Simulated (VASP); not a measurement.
Set up this calculation in VASP 6.6.1, as the native input.

```
Task                   : single point
Functional             : PBE
Potentials or basis    : VASP PAW PBE potentials, release 64 (Ta_pv, C)
Cutoff                 : 600 eV
k mesh                 : 8 × 8 × 8
Occupations            : gaussian, width 0.1 eV
Spin                   : no spin polarisation
Dipole correction      : no
Further INCAR settings : ALGO = Normal; EDIFF = 1e-06; NBANDS = 14
```

The structure of TaC (v.bh) lies in POSCAR:

```
TaC
1.0
    0.0000000000      2.2381560389      2.2381560389
    2.2381560389      0.0000000000      2.2381560389
    2.2381560389      2.2381560389      0.0000000000
Ta C
1 1
Direct
    0.0000000000      0.0000000000      0.0000000000
    0.5000000000      0.5000000000      0.5000000000
```

The input as run:

INCAR

```
SYSTEM = TaC
ALGO     = Normal         ! electronic algorithm
EDIFF    = 1E-6           ! SCF threshold, eV
ENCUT    = 600            ! plane-wave cutoff, eV
GGA      = PE             ! functional
GGA_COMPAT= .FALSE.      
ISIF     = 2              ! what is computed and relaxed
ISMEAR   = 0              ! smearing method
LASPH    = .TRUE.         ! aspherical terms in the spheres
LCHARG   = .FALSE.        ! write CHGCAR
LREAL    = .FALSE.        ! projectors in reciprocal space
LWAVE    = .FALSE.        ! write WAVECAR
NBANDS   = 14             ! bands
NELM     = 120            ! most SCF steps
PREC     = Accurate       ! precision mode
SIGMA    = 0.1            ! smearing width, eV
```

KPOINTS

```
k-points
0
G
  8 8 8
  0 0 0
```

Potentials or basis: VASP PAW PBE potentials, release 64 (Ta_pv, C).

Launch:

```console
$ cat potpaw_PBE.64/Ta_pv/POTCAR potpaw_PBE.64/C/POTCAR > POTCAR
$ mpirun -np 1 vasp_std > vasp.out
```

Results of the run:

The pressure is 0.4 GPa.

Wall time 21 s on 1 thread of Intel Xeon 8259CL (shared host), peak memory 0.17 GiB.
